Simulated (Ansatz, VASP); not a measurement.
# Two plane-wave programs on Na

```
Na
1.0
    -2.09491    2.09491    2.09491
     2.09491   -2.09491    2.09491
     2.09491    2.09491   -2.09491
Na
1
Direct
  0.00000 0.00000 0.00000
```

Alike in both runs: task single point; functional PBE; k mesh 14 × 14 × 14; occupations gaussian, width 0.1 eV; no spin polarisation.

|  | VASP | Ansatz |
| --- | --- | --- |
| version | VASP 6.6.1 | Ansatz 0.2.0 |
| potentials or method | VASP PAW PBE potentials, release 64 (Na_pv), cutoff 520 eV | scalar-relativistic, plane waves, PAW |
| valence electrons in the cell | 7 | 9 |

```tsv
	VASP	Ansatz	Ansatz less VASP
gap on the k mesh at the Fermi level (eV)	none	none	-
pressure (GPa)	0.0	0.0	0.00
```

A gap of «none» marks a metal or a gap that the smearing closes. With one functional, cell and mesh, what is left measures potentials, basis and numerics. VASP's potentials hold 7 valence electrons a cell and Ansatz's 9, so a difference there can come from the potentials and not from the codes.
